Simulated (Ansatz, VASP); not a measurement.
Ru in VASP and in Ansatz

```
Ru
1.0
     2.70580    0.00000    0.00000
    -1.35290    2.34329    0.00000
     0.00000    0.00000    4.34613
Ru
2
Direct
  0.33333 0.66667 0.25000
  0.66667 0.33333 0.75000
```

Change from the starting cell: strain +0.000 along x and y, +0.015 along z, atoms carried along.

Alike in both runs: task single point; functional PBE; k mesh 24 × 24 × 12; occupations gaussian, width 0.15 eV; no spin polarisation.

|  | VASP | Ansatz |
| --- | --- | --- |
| version | VASP 6.6.1 | Ansatz 0.2.0 |
| potentials or method | VASP PAW PBE potentials, release 64 (Ru_pv), cutoff 500 eV | scalar-relativistic, plane waves, PAW |
| valence electrons in the cell | 28 | 32 |

VASP gave:

```
gap on the k mesh at the Fermi level (eV)                     : none
pressure (GPa)                                                : -0.4
traceless stress, the component that is largest in VASP (GPa) : -5.43
```

Estimate Ansatz's values.

gap on the k mesh at the Fermi level (eV): none; pressure (GPa): -0.3; traceless stress, the component that is largest in VASP (GPa): -5.44.

A gap of «none» marks a metal or a gap that the smearing closes. VASP's potentials hold 28 valence electrons a cell and Ansatz's 32, so a difference there can come from the potentials and not from the codes.
